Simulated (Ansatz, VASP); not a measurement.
**One calculation of C, two programs**

```xyz
2
Lattice="0.0000 2.0905 3.3285 1.2076 0.0000 3.3285 1.2076 2.0905 0.0000" Properties=species:S:1:pos:R:3 pbc="T T T"
C     1.2076    0.7337    3.3285
C     1.2076    3.4474    3.3285
```

Alike in both runs: task single point; functional PBE; dispersion D3(BJ); k mesh 16 × 16 × 16; occupations gaussian, width 0.03 eV; no spin polarisation.

```csv
,VASP,Ansatz
version,VASP 6.6.1,Ansatz 0.2.0
potentials or method,"VASP PAW PBE potentials, release 64 (C), cutoff 520 eV","scalar-relativistic, plane waves, PAW"
valence electrons in the cell,8,8
```

```csv
,VASP,Ansatz,Ansatz less VASP
gap on the k mesh at the Fermi level (eV),0.02,0.02,0.000
least direct gap on the mesh (eV),0.02,0.02,0.000
pressure (GPa),23.4,23.0,-0.42
"traceless stress, the component that is largest in VASP (GPa)",-22.85,-22.33,+0.518
rms of the force components (eV/Å),2.402,2.404,+0.0016
```

Atom by atom the forces differ by 0.002 eV/Å (rms over components).
